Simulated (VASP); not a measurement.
Runs of VASP 6.6.1 on GaP. The structure is that of space group F-43m (No. 216), or close to it. The cells are those of the table. 

```csv
task,cell,k mesh,cutoff (eV),smearing,gap on the mesh (eV),pressure (GPa)
relaxation of cell and atoms,"relaxed to 15 GPa from a = 3.846 Å, angles 60.0°, 2 atoms",8 × 8 × 8,600,gaussian 0.01 eV,(c),15.0
single point,"a = 3.756 Å, angles 60.0°, 2 atoms",8 × 8 × 8,520,gaussian 0.01 eV,1.35,6.9
single point,"a = 3.846 Å, angles 60.0°, 2 atoms",16 × 16 × 16,520,fermi-dirac 0.1 eV,1.46,(a)
single point,"a = 3.817 Å, angles 60.0°, 2 atoms",8 × 8 × 8,520,gaussian 0.01 eV,1.45,1.9
relaxation of cell and atoms,"relaxed to 4 GPa from a = 3.846 Å, angles 60.0°, 2 atoms",8 × 8 × 8,600,gaussian 0.01 eV,(b),4.0
```

Alike in all rows: level PBEsol; potentials or basis VASP PAW PBE potentials, release 64 (Ga_d, P); no spin polarisation.

Q: Estimate the missing entries.

A: (a) -0.1; (b) 1.41; (c) 1.19.

Caveats: the PAW data sets were made with another functional, which shifts forces and pressure a little; the cell is relaxed towards a set pressure, so the run minimises the enthalpy, not the energy (at least some runs); the cell stands under pressure (at least some runs).

A k mesh can miss the band edges, and the runs leave out spin-orbit coupling on Ga.
